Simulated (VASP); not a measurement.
Here is a VASP 6.6.1 calculation.

POSCAR

```
KCl
1.0
    0.0000000000      3.1448483221      3.1448483221
    3.1448483221      0.0000000000      3.1448483221
    3.1448483221      3.1448483221      0.0000000000
K Cl
1 1
Direct
    0.0000000000      0.0000000000      0.0000000000
    0.5000000000      0.5000000000      0.5000000000
```

Contents of INCAR.step1:

```
PREC     = Accurate       # precision mode
ENCUT    = 520            # plane-wave cutoff, eV
EDIFF    = 1E-5           # SCF threshold, eV
ISMEAR   = 0              # smearing method
SIGMA    = 0.01           # smearing width, eV
LREAL    = F              # projectors in reciprocal space
LASPH    = T              # aspherical terms in the spheres
NELM     = 80             # most SCF steps
ALGO     = Normal         # electronic algorithm
ISIF     = 2              # what is computed and relaxed
LWAVE    = T              # write WAVECAR
LCHARG   = F              # write CHGCAR
NBANDS   = 15             # bands
GGA      = PE             # functional
```

File INCAR.step2:

```
PREC     = Accurate       # precision mode
ENCUT    = 520            # plane-wave cutoff, eV
EDIFF    = 1E-6           # SCF threshold, eV
ISMEAR   = 0              # smearing method
SIGMA    = 0.01           # smearing width, eV
LREAL    = F              # projectors in reciprocal space
LASPH    = T              # aspherical terms in the spheres
NELM     = 80             # most SCF steps
ALGO     = Normal         # electronic algorithm
ISIF     = 2              # what is computed and relaxed
LWAVE    = F              # write WAVECAR
LCHARG   = F              # write CHGCAR
GGA      = PE             # functional
LHFCALC  = T              # exact exchange
AEXX     = 0.15           # exact-exchange fraction
HFSCREEN = 0.2078         # screening, 1/A
PRECFOCK = Normal       
NBANDS   = 15             # bands
ISTART   = 1
```

File KPOINTS:

```
Automatic mesh
0
Gamma
  4 4 4
```

Potentials or basis: VASP PAW PBE potentials, release 64 (K_sv, Cl).

The run is started by

```console
$ cat potpaw_PBE.64/K_sv/POTCAR potpaw_PBE.64/Cl/POTCAR > POTCAR
$ cp INCAR.step1 INCAR
$ mpirun -np 1 vasp_std > vasp.out
$ cp INCAR.step2 INCAR
$ mpirun -np 1 vasp_std > vasp.out
```

Q: Predict the pressure.

A: 0.6 GPa.

Q: What does it give for the band gap on the k mesh?

A: 5.97 eV, direct.

Caveat: the k points lie up to 0.43 Å⁻¹ apart; the PAW data sets were made with another functional, which shifts forces and pressure a little.
